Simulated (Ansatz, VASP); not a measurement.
# One calculation of NaI, two programs

INCAR

```
  PREC = Accurate
  ENCUT = 520
  EDIFF = 1E-8
  ISMEAR = -1
  SIGMA = 0.08
  LREAL = False
  LASPH = True
  NELM = 80
  ALGO = Normal
  ISIF = 2
  LWAVE = False
  LCHARG = False
  GGA = PE
  LEFG = True
  NBANDS = 14
```

File KPOINTS:

```
Automatic mesh
0
Gamma
  11 11 11
```

File POSCAR:

```
NaI
1.0
    0.0000000000      3.2642389549      3.2642389549
    3.2642389549      0.0000000000      3.2642389549
    3.2642389549      3.2642389549      0.0000000000
Na I
1 1
Direct
    0.0000000000      0.0000000000      0.0000000000
    0.5000000000      0.5000000000      0.5173299200
```

Input for Ansatz:

```yaml
crystal:
  lattice:
    - [0.0, 3.2642389549, 3.2642389549]
    - [3.2642389549, 0.0, 3.2642389549]
    - [3.2642389549, 3.2642389549, 0.0]
  atoms:
    - { symbol: Na, position: [0.0, 0.0, 0.0] }
    - { symbol: I, position: [0.5, 0.5, 0.51732992] }
kpoints:
  mp_grid: { grid: [11, 11, 11] }
scf:
  occupations: { method: fermi_dirac, width: 0.08 }
hamiltonian:
  xc: pbe
  pseudopotentials: { kind: paw }
output:
  forces: true
  stress: true
  eigenvalues: true
  efg: { contact_densities: true }
```

Alike in both runs: task electric field gradients; functional PBE; k mesh 11 × 11 × 11; occupations fermi-dirac, width 0.08 eV; no spin polarisation.

```csv
,VASP,Ansatz
version,VASP 6.6.1,Ansatz 0.2.0
potentials or method,"VASP PAW PBE potentials, release 64 (Na_pv, I)","PAW with Ansatz's default frozen-core files, scalar-relativistic"
plane-wave cutoff (eV),520,420
valence electrons in the cell,14,26
```

|  | VASP | Ansatz | Ansatz less VASP |
| --- | --- | --- | --- |
| gap on the k mesh at the Fermi level (eV) | 3.58 | 3.58 | +0.003 |
| pressure (GPa) | 0.0 | 0.0 | -0.01 |
| rms of the force components (eV/Å) | 0.036 | 0.036 | -0.0003 |
| size of Vzz on the site where it differs most (V/Å²) | 0.4 | 0.4 | +0.03 |

Atom by atom the forces differ by 0.000 eV/Å (rms over components). VASP's potentials hold 14 valence electrons a cell and Ansatz's 26, so a difference there can come from the potentials and not from the codes.

Neither program's run includes spin-orbit coupling.
